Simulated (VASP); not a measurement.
# Mo3H (I-4m2) in VASP: single point with PBE

Aim: the single point of Mo3H with PBE.

All numbers are computed with VASP 6.6.1; they aren't measurements. Logs are shortened: lines on timing, memory, paths and dates and some standing lists are left out, and cuts for length are marked.

## Step 1: The cell of the first run

It takes space group I-4m2 (No. 119, tetragonal). The conventional cell has a = 3.226 Å, b = 3.226 Å, c = 9.694 Å, α = 90.00°, β = 90.00°, γ = 90.00°. Within 2.4 Å of H (site symmetry -4m2) lie 4 Mo at 1.84 Å. Within 2.4 Å of Mo (site symmetry 2mm) lie 2 H at 1.84 Å. Mo (site symmetry -4m2) has 14 Mo at 2.75 to 3.32 Å and 4 H at 2.91 Å within 3.6 Å.

## Step 2: Single point, PBE

Contents of INCAR:

```
SYSTEM = Mo3H
PREC = Accurate ; ENCUT = 520
EDIFF = 1E-6 ; ISMEAR = 0
SIGMA = 0.2 ; LREAL = .False.
LASPH = .True. ; NELM = 60
ALGO = Normal ; ISIF = 2
LWAVE = .False. ; LCHARG = .True.
GGA = PE ; LELF = .True.
LVHAR = .True. ; NBANDS = 30
```

Contents of KPOINTS:

```
regular mesh
0
Gamma
  8 8 8
  0 0 0
```

Contents of POSCAR:

```
Mo3H
1.0
   -1.6128324767      1.6128324767      4.8470372666
    1.6128324767     -1.6128324767      4.8470372666
    1.6128324767      1.6128324767     -4.8470372666
H Mo
1 3
Direct
    0.2500000000      0.7500000000      0.5000000000
    0.6577422581      0.6577422581      0.0000000000
    0.3422577419      0.3422577419      0.0000000000
    0.0000000000      0.0000000000      0.0000000000
```

Potentials or basis: VASP PAW PBE potentials, release 64 (H, Mo_sv).

The run is started by

```console
$ cat potpaw_PBE.64/H/POTCAR potpaw_PBE.64/Mo_sv/POTCAR > POTCAR
$ mpirun -np 1 vasp_std > vasp.out
```

OUTCAR:

```text
SYSTEM = Mo3H
   PREC = Accurate
   ENCUT = 520
   EDIFF = 1E-6
   ISMEAR = 0
   LREAL = .False.
   LASPH = .True.
   NELM = 60
   ISIF = 2
   GGA = PE

 ion  position               nearest neighbor table
   1  0.250  0.750  0.500-   3 1.84   2 1.84   3 1.84   2 1.84
   2  0.658  0.658  0.000-   1 1.84   1 1.84   4 2.75   4 2.75   4 2.75   4 2.75   3 2.90   3 2.90
                             3 2.90   3 2.90   3 3.06   4 3.32
   3  0.342  0.342  0.000-   1 1.84   1 1.84   4 2.75   4 2.75   4 2.75   4 2.75   2 2.90   2 2.90
                             2 2.90   2 2.90   2 3.06   4 3.32
   4  0.000  0.000  0.000-   2 2.75   3 2.75   2 2.75   3 2.75   2 2.75   3 2.75   3 2.75   2 2.75
                             2 3.32   3 3.32

  LATTYP: Found a body centered tetragonal cell.
 ALAT       =     3.2256649534
 C/A-ratio  =     3.0052949309

  Lattice vectors:

 A1 = (  -1.6128324767,   1.6128324767,   4.8470372666)
 A2 = (   1.6128324767,  -1.6128324767,   4.8470372666)
 A3 = (   1.6128324767,   1.6128324767,  -4.8470372666)

Analysis of symmetry for initial positions (statically):
=====================================================================
 Subroutine PRICEL returns:
 Original cell was already a primitive cell.

 Routine SETGRP: Setting up the symmetry group for a
 body centered tetragonal supercell.

 Subroutine GETGRP returns: Found  8 space group operations
 (whereof  8 operations were pure point group operations)
 out of a pool of 16 trial point group operations.

The static configuration has the point symmetry D_2d.

Analysis of symmetry for dynamics (positions and initial velocities):
=====================================================================
 Subroutine PRICEL returns:
 Original cell was already a primitive cell.

 Routine SETGRP: Setting up the symmetry group for a
 body centered tetragonal supercell.

 Subroutine GETGRP returns: Found  8 space group operations
 (whereof  8 operations were pure point group operations)
 out of a pool of 16 trial point group operations.

The dynamic configuration has the point symmetry D_2d.

 Subroutine INISYM returns: Found  8 space group operations
 (whereof  8 operations are pure point group operations),
 and found     1 'primitive' translations

----------------------------------------------------------------------------------------

                                     Primitive cell

  volume of cell :      50.4330

  direct lattice vectors                    reciprocal lattice vectors
    -1.612832477  1.612832477  4.847037267     0.000000000  0.310013599  0.103155799
     1.612832477 -1.612832477  4.847037267     0.310013599  0.000000000  0.103155799
     1.612832477  1.612832477 -4.847037267     0.310013599  0.310013599  0.000000000

  length of vectors
     5.356885985  5.356885985  5.356885985     0.326725497  0.326725497  0.438425436

  position of ions in fractional coordinates (direct lattice)
     0.250000000  0.750000000  0.500000000
     0.657742258  0.657742258  0.000000000
     0.342257742  0.342257742  0.000000000
     0.000000000  0.000000000  0.000000000

  ion indices of the primitive-cell ions
   primitive index   ion index
                 1           1
                 2           2
                 3           3
                 4           4

----------------------------------------------------------------------------------------

 KPOINTS: regular mesh

Automatic generation of k-mesh.
 Grid dimensions read from file:
 generate k-points for:    8    8    8

 Generating k-lattice:

  Cartesian coordinates                     Fractional coordinates (reciprocal lattice)
     0.000000000  0.038751700  0.012894475     0.125000000  0.000000000 -0.000000000
     0.038751700  0.000000000  0.012894475     0.000000000  0.125000000 -0.000000000
     0.038751700  0.038751700  0.000000000     0.000000000  0.000000000  0.125000000

  Length of vectors
     0.040840687  0.040840687  0.054803179

  Shift w.r.t. Gamma in fractional coordinates (k-lattice)
     0.000000000  0.000000000  0.000000000

 Subroutine IBZKPT returns following result:
 ===========================================

 Found     59 irreducible k-points:

 Following reciprocal coordinates:
            Coordinates               Weight
  0.000000  0.000000  0.000000      1.000000
  0.125000  0.000000  0.000000      8.000000
  0.250000  0.000000  0.000000      8.000000
  0.375000  0.000000  0.000000      8.000000
  0.500000  0.000000  0.000000      4.000000
  0.125000  0.125000  0.000000      8.000000
[... 16 lines left out ...]
  0.250000  0.125000  0.125000     16.000000
  0.375000  0.125000  0.125000      8.000000
 [... further k-points ...]
   k-points           NKPTS =     59   k-points in BZ     NKDIM =     59   number of bands    NBANDS=     30
   number of dos      NEDOS =    301   number of ions     NIONS =      4
   total plane-waves  NPLWV =  64000
   dimension x,y,z NGX =    40 NGY =   40 NGZ =   40
   dimension x,y,z NGXF=    80 NGYF=   80 NGZF=   80
   ions per type =               1   3
   NGX,Y,Z   is equivalent  to a cutoff of  12.41, 12.41, 12.41 a.u.
   NGXF,Y,Z  is equivalent  to a cutoff of  24.83, 24.83, 24.83 a.u.
 SYSTEM =  Mo3H
   PREC   = accura    normal or accurate (medium, high low for compatibility)
   ISTART =      0    job   : 0-new  1-cont  2-samecut
   ICHARG =      2    charge: 1-file 2-atom 10-const
   ISPIN  =      1    spin polarized calculation?
   LNONCOLLINEAR =      F non collinear calculations
   LSORBIT =      F    spin-orbit coupling
   LASPH  =      T    aspherical Exc in radial PAW
   ENCUT  =  520.0 eV  38.22 Ry    6.18 a.u.   9.96  9.96  9.96*2*pi/ulx,y,z
   NELM   =     60;   NELMIN=  2; NELMDL= -5     # of ELM steps
   EDIFF  = 0.1E-05   stopping-criterion for ELM
   LREAL  =      F    real-space projection
   EDIFFG = 0.1E-04   stopping-criterion for IOM
   NSW    =      0    number of steps for IOM
   IBRION =     -1    ionic relax: 0-MD 1-quasi-New 2-CG
   NFREE  =      0    steps in history (QN), initial steepest desc. (CG)
   ISIF   =      2    stress and relaxation
   ISYM   =      2    0-nonsym 1-usesym 2-fastsym
   POTIM  = 0.5000    time-step for ionic-motion
   TEBEG  =    0.0;   TEEND  =   0.0 temperature during run
   PSTRESS=    0.0 pullay stress
   NELECT =      43.0000    total number of electrons
   NUPDOWN=      -1.0000    fix difference up-down
   EMIN   =  10.00;   EMAX   =-10.00  energy-range for DOS
   EFERMI =   0.00;   METHOD = LEGACY
   ISMEAR =     0;   SIGMA  =   0.20  broadening in eV -4-tet -1-fermi 0-gaus
   EFERMI_NEDOS =   21; number of points for ismear=-14 and -15
   IALGO  =     38    algorithm
   IMIX   =      4    mixing-type and parameters
     AMIX     =   0.40;   BMIX     =  1.00
     AMIX_MAG =   1.60;   BMIX_MAG =  1.00
  volume/ion in A,a.u.               =      12.61        85.08
  Fermi-wavevector in a.u.,A,eV,Ry     =   1.552361  2.933537 32.787651  2.409824
  Thomas-Fermi vector in A             =   2.656747
   LORBIT       =      0    0 simple, 1 ext, 2 COOP (PROOUT), +10 PAW based schemes
   GGA     = PE    functional components
   LHFCALC =     F    Hartree Fock is set to
   AEXX    =    0.0000 exact exchange contribution
   IVDW    =     0    specifies the selected vdW correction
   LEPSILON=     F    determine dielectric tensor
   LRPA    =     F    only Hartree local field effects (RPA)
 non-spin polarized calculation
 Gauss-broadening in eV      SIGMA  =   0.20
  energy-cutoff  :      520.00
  volume of cell :       50.43
 maximum number of plane-waves:      1376
   NGX = 19   NGY = 19   NGZ = 19

 number of electron      42.9999999 magnetization

 Free energy of the ion-electron system (eV)
  ---------------------------------------------------
  ext. energy  EPLUGINS =         0.00000000
  ---------------------------------------------------
  free energy    TOTEN  =       -35.63670222 eV

  energy without entropy =      -35.58419995  energy(sigma->0) =      -35.61045108

 E-fermi :  11.9507     XC(G=0): -13.1555

 val. band max:       11.9496304071   @ k =  -0.1250  -0.3750   0.1250
 cond. band min:      11.9585642114   @ k =   0.3750   0.1250   0.0000
 fundamental gap:      0.0089338043
 Fermi energy:        11.9506971326

 k-point     1 :       0.0000    0.0000    0.0000
  band No.  band energies     occupation
      1     -49.4454      2.00000
      2     -49.2095      2.00000
      3     -49.1255      2.00000
      4     -23.6539      2.00000
      5     -23.5983      2.00000
      6     -23.5502      2.00000
[... 22 lines left out ...]
     29      14.2460      0.00000
     30      17.0311      0.00000

 k-point     2 :       0.1250    0.0000    0.0000
  band No.  band energies     occupation
      1     -49.4284      2.00000
      2     -49.2157      2.00000
      3     -49.1298      2.00000
      4     -23.7839      2.00000
      5     -23.7000      2.00000
      6     -23.5389      2.00000
[... 22 lines left out ...]
     29      15.0252      0.00000
     30      17.5213      0.00000

 k-point     3 :       0.2500    0.0000    0.0000
  band No.  band energies     occupation
      1     -49.3820      2.00000
      2     -49.2290      2.00000
      3     -49.1470      2.00000
      4     -23.9110      2.00000
      5     -23.8213      2.00000
      6     -23.4955      2.00000
[... 22 lines left out ...]
     29      15.7004      0.00000
     30      18.0378      0.00000

 k-point     4 :       0.3750    0.0000    0.0000
  band No.  band energies     occupation
      1     -49.3186      2.00000
      2     -49.2415      2.00000
      3     -49.1821      2.00000
      4     -24.0019      2.00000
      5     -23.8386      2.00000
      6     -23.4628      2.00000
[... 616 lines left out ...]
     29      18.1054      0.00000
     30      19.9174      0.00000

 k-point    23 :       0.2500    0.1250    0.1250
  band No.  band energies     occupation
      1     -49.2933      2.00000
      2     -49.2365      2.00000
      3     -49.1886      2.00000
      4     -23.8941      2.00000
      5     -23.8198      2.00000
      6     -23.6858      2.00000
[... 22 lines left out ...]
     29      18.0014      0.00000
     30      18.8132      0.00000

 k-point    24 :       0.3750    0.1250    0.1250
  band No.  band energies     occupation
      1     -49.2590      2.00000
      2     -49.2444      2.00000
      3     -49.2081      2.00000
      4     -23.9190      2.00000
      5     -23.8735      2.00000
      6     -23.7399      2.00000
[... 22 lines left out ...]
     29      16.5065      0.00000
     30      18.5145      0.00000

 [... further k-points ...]
[... 5 lines left out ...]
  --------------------------------------------------------------------------------------
  -------------------------------------------------------------------------------------
  Total        0.1243287      0.1243287      0.1134212      0.0000000     -0.0000000      0.0000000
  in kB        3.9497264      3.9497264      3.6032139      0.0000000     -0.0000000      0.0000000
  external PRESSURE =       3.8342222 kB  Pullay stress =       0.0000000 kB

 VOLUME and BASIS-vectors are now :
 -----------------------------------------------------------------------------
  energy-cutoff  :      520.00
  volume of cell :       50.43
      direct lattice vectors                 reciprocal lattice vectors
    -1.612832477  1.612832477  4.847037267     0.000000000  0.310013599  0.103155799
     1.612832477 -1.612832477  4.847037267     0.310013599  0.000000000  0.103155799
     1.612832477  1.612832477 -4.847037267     0.310013599  0.310013599  0.000000000

 POSITION                                       TOTAL-FORCE (eV/Angst)
 -----------------------------------------------------------------------------------
      1.61283     -0.00000      2.42352         0.000000      0.000000      0.000000
      0.00000      0.00000      6.37620        -0.000000     -0.000000     -0.016369
      0.00000      0.00000      3.31787        -0.000000     -0.000000      0.016369
      0.00000      0.00000      0.00000         0.000000      0.000000     -0.000000
 -----------------------------------------------------------------------------------
    total drift:                                0.000000     -0.000000     -0.000000

  FREE ENERGIE OF THE ION-ELECTRON SYSTEM (eV)
  ---------------------------------------------------
  free  energy   TOTEN  =       -35.6367022179 eV

  energy  without entropy=      -35.5841999460  energy(sigma->0) =      -35.61045108
```

Run time: 68 s. Hardware: 1 thread of Intel Xeon 6975P-C (Granite Rapids), shared host; peak memory 0.26 GiB.

What came out:

```yaml
Free_energy: -35.6367 eV
Pressure: 0.4 GPa
Largest_force: 0.016 eV/Å
Band_gap_on_the_k_mesh: zero (an odd number of electrons rules out a gap without spin polarisation)
```

Forces on the atoms (eV/Å):
```
H    0.000  0.000  0.000
Mo   0.000  0.000 -0.016
Mo   0.000  0.000  0.016
Mo   0.000  0.000  0.000
```
